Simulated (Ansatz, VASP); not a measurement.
# BiTe2 in VASP and in Ansatz

File INCAR:

```
ALGO = Normal
DIPOL = 0.5 0.5 0.500
EDIFF = 1E-6
ENCUT = 400
GGA = PE
GGA_COMPAT = F
IDIPOL = 3
ISIF = 2
ISMEAR = 0
LASPH = T
LCHARG = F
LDIPOL = T
LREAL = F
LWAVE = F
NBANDS = 36
NELM = 120
NELMDL = -8
PREC = Accurate
SIGMA = 0.05
```

KPOINTS

```
k-points
0
Gamma
  9 9 1
```

Contents of POSCAR:

```
BiTe2
1.0
    4.4465494044      0.0000000000      0.0000000000
   -2.2232747022      3.8508247434      0.0000000000
    0.0000000000      0.0000000000     25.7228911982
Te Bi
4 2
Direct
    0.6666666667      0.3333333333      0.2915690908
    0.3333333333      0.6666666667      0.4382627790
    0.6666666667      0.3333333333      0.5617372210
    0.3333333333      0.6666666667      0.7084309092
    0.0000000000      0.0000000000      0.3714493614
    0.0000000000      0.0000000000      0.6285506386
```

Input for Ansatz:

```yaml
crystal:
  lattice:
    - [4.4465494044, 0.0, 0.0]
    - [-2.2232747022, 3.8508247434, 0.0]
    - [0.0, 0.0, 25.7228911982]
  atoms:
    - { symbol: Te, position: [0.6666666667, 0.3333333333, 0.2915690908] }
    - { symbol: Bi, position: [0.0, 0.0, 0.3714493614] }
    - { symbol: Te, position: [0.3333333333, 0.6666666667, 0.438262779] }
    - { symbol: Te, position: [0.6666666667, 0.3333333333, 0.561737221] }
    - { symbol: Bi, position: [0.0, 0.0, 0.6285506386] }
    - { symbol: Te, position: [0.3333333333, 0.6666666667, 0.7084309092] }
basis:
  ecutwfc: 420
kpoints:
  mp_grid: { grid: [9, 9, 1] }
hamiltonian:
  xc: pbe
scf:
  occupations: { method: gaussian, width: 0.05 }
output:
  forces: true
  stress: true
  eigenvalues: true
  write_density: true
  write_potential: true
  elf: true
  volumetric_format: npy
efield:
  axis: 3
  dipole_correction: true
  ramp_width: 0.04
```

Alike in both runs: task single point; functional PBE; k mesh 9 × 9 × 1; occupations gaussian, width 0.05 eV; no spin polarisation.

```csv
,VASP,Ansatz
version,VASP 6.6.1,Ansatz 0.2.0
potentials or method,"VASP PAW PBE potentials, release 64 (Te, Bi_d), cutoff 400 eV","scalar-relativistic, plane waves, PAW"
valence electrons in the cell,54,94
```

|  | VASP | Ansatz | Ansatz less VASP |
| --- | --- | --- | --- |
| gap on the k mesh at the Fermi level (eV) | none | none | - |
| rms of the force components (eV/Å) | 0.392 | 0.391 | -0.0013 |

A gap of «none» marks a metal or a gap that the smearing closes. VASP's potentials hold 54 valence electrons a cell and Ansatz's 94, so a difference there can come from the potentials and not from the codes. Ansatz's warnings: xc potential rough in thin density.

Neither program's run includes spin-orbit coupling.
